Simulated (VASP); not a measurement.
Crystal: Lu.

```xyz
1
Lattice="-1.4370 1.4370 1.4370 1.4370 -1.4370 1.4370 1.4370 1.4370 -1.4370" Properties=species:S:1:pos:R:3 pbc="T T T"
Lu    0.0000    0.0000    0.0000
```

This isn't the form of Lu at room conditions, which is hcp.

Base run:

| Item | Value |
| --- | --- |
| Program | VASP 6.6.1 |
| Functional | PBE |
| Potentials or basis | VASP PAW PBE potentials, release 64 (Lu) |
| Cutoff | 520 eV |
| k mesh | 14 × 14 × 14 |
| Occupations | fermi-dirac, width 0.1 eV |
| Spin | no spin polarisation |

Its results: band gap on the k mesh zero (an odd number of electrons rules out a gap without spin polarisation); pressure 189.3 GPa.

The run is repeated on the same cell with these changes: further incar settings from ALGO = Normal; EDIFF = 1e-06; NBANDS = 18 to ALGO = Normal; EDIFF = 1e-07; NBANDS = 18. What comes out?

Band gap on the k mesh zero (an odd number of electrons rules out a gap without spin polarisation); pressure 190.5 GPa.

Caveats: the cell stands under pressure; spin-orbit coupling is left out, which moves the levels of the heavy elements.
